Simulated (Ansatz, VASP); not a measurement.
Sn2TeS in VASP and in Ansatz

Contents of INCAR:

```
PREC = Accurate ; ENCUT = 600
EDIFF = 1E-7 ; ISMEAR = 0
SIGMA = 0.1 ; LREAL = False
LASPH = True ; NELM = 80
ALGO = Normal ; ISIF = 3
LWAVE = False ; LCHARG = False
GGA = PE ; IBRION = 2
NSW = 90 ; EDIFFG = -0.04
```

KPOINTS

```
regular mesh
0
Gamma
  6 6 6
```

POSCAR

```
Sn2TeS
1.0
    2.1859388900      1.2620524100      6.9508539400
   -2.1859388900      1.2620524100      6.9508539400
    0.0000000000     -2.5241048100      6.9508539400
Sn Te S
2 1 1
Direct
    0.7510823000      0.7510823000      0.7510823000
    0.2489177000      0.2489177000      0.2489177000
    0.5000000000      0.5000000000      0.5000000000
    0.0000000000      0.0000000000      0.0000000000
```

Input for Ansatz:

```yaml
crystal:
  lattice:
    - [2.18593889, 1.26205241, 6.95085394]
    - [-2.18593889, 1.26205241, 6.95085394]
    - [0.0, -2.52410481, 6.95085394]
  atoms:
    - { symbol: Sn, position: [0.7510823, 0.7510823, 0.7510823] }
    - { symbol: Sn, position: [0.2489177, 0.2489177, 0.2489177] }
    - { symbol: Te, position: [0.5, 0.5, 0.5] }
    - { symbol: S, position: [0.0, 0.0, 0.0] }
basis:
  ecutwfc: 420
kpoints:
  mp_grid: { grid: [6, 6, 6] }
hamiltonian:
  xc: pbe
scf:
  occupations: { method: gaussian, width: 0.1 }
  lower_state_search: "off"
output:
  forces: true
  stress: true
  eigenvalues: true
relax:
  adjacent_minimum: "off"
  f_tol: 0.04
  max_steps: 70
  cell: { stress_tol: 0.4 }
```

Change from the starting cell: species swapped into the LiYSe2 type (R-3m, No. 166).

Alike in both runs: task relaxation of cell and atoms; functional PBE; k mesh 6 × 6 × 6; occupations gaussian, width 0.1 eV; no spin polarisation.

|  | VASP | Ansatz |
| --- | --- | --- |
| version | VASP 6.6.1 | Ansatz 0.2.0 |
| potentials or method | VASP PAW PBE potentials, release 64 (Sn_d, Te, S), cutoff 600 eV | scalar-relativistic, plane waves, PAW |
| valence electrons in the cell | 40 | 50 |

VASP gave:

```
gap on the k mesh at the Fermi level, each at its own relaxed structure (eV) : 0.11
relaxed volume (Å³/atom)                                                     : 28.59
relaxed cell length with the largest relative difference (Å)                 : 7.460
```

Task: What did Ansatz give for the same quantities?

Result: gap on the k mesh at the Fermi level, each at its own relaxed structure (eV): 0.10; relaxed volume (Å³/atom): 28.73; relaxed cell length with the largest relative difference (Å): 7.464.

VASP's potentials hold 40 valence electrons a cell and Ansatz's 50, so a difference there can come from the potentials and not from the codes.

Spin-orbit coupling is off throughout.
